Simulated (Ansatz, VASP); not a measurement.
**One calculation of SrMgCl4, two programs**

```xyz
6
Lattice="4.7199 0.0000 0.0000 0.0000 4.7199 0.0000 0.0000 0.0000 6.8097" Properties=species:S:1:pos:R:3 pbc="T T T"
Sr    2.3600    2.3600    3.4049
Mg    0.0000    0.0000    0.0000
Cl    2.3600    0.0000    1.5762
Cl    0.0000    2.3600    5.2335
Cl    2.3600    0.0000    5.2335
Cl    0.0000    2.3600    1.5762
```

Alike in both runs: functional PBE; k mesh 6 × 6 × 4; occupations gaussian, width 0.02 eV; no spin polarisation.

Ansatz relaxed the structure, and its values are those at the end. VASP's run is a single point on that final structure, the one shown.

|  | VASP | Ansatz |
| --- | --- | --- |
| version | VASP 6.6.1 | Ansatz 0.2.0 |
| potentials or method | VASP PAW PBE potentials, release 64 (Sr_sv, Mg, Cl), cutoff 520 eV | scalar-relativistic, plane waves, PAW |
| valence electrons in the cell | 40 | 48 |

|  | VASP | Ansatz | Ansatz less VASP |
| --- | --- | --- | --- |
| gap on the k mesh at the Fermi level (eV) | 3.11 | 3.14 | +0.027 |
| least direct gap on the mesh (eV) | 3.21 | 3.24 | +0.026 |
| pressure (GPa) | 0.0 | 0.0 | +0.03 |
| rms of the force components (eV/Å) | 0.010 | 0.000 | -0.0093 |

The functional is the same, so the differences come from potentials, cutoffs and numerics. VASP's potentials hold 40 valence electrons a cell and Ansatz's 48, so a difference there can come from the potentials and not from the codes.
